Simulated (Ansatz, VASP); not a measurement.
**Two plane-wave programs on LiF**

```xyz
2
Lattice="2.5656 0.0000 0.0000 0.0000 2.5656 0.0000 0.0000 0.0000 2.5656" Properties=species:S:1:pos:R:3 pbc="T T T"
Li    0.0000    0.0000    0.0000
F     1.2828    1.2828    1.2828
```

Alike in both runs: task single point; functional r2SCAN; k mesh 8 × 8 × 8; no spin polarisation.

|  | VASP | Ansatz |
| --- | --- | --- |
| version | VASP 6.6.1 | Ansatz 0.2.0 |
| potentials or method | VASP PAW PBE potentials, release 64 (Li_sv, F_h) | plane waves, PAW |
| plane-wave cutoff (eV) | 1490 | 500 |
| occupations | gaussian, width 0.01 eV | fixed |
| valence electrons in the cell | 10 | 10 |

|  | VASP | Ansatz | Ansatz less VASP |
| --- | --- | --- | --- |
| gap on the k mesh at the Fermi level (eV) | 8.56 | 8.40 | -0.155 |
| pressure (GPa) | -5.2 | -3.9 | +1.25 |

VASP's potentials were made for PBE, not for r2SCAN.
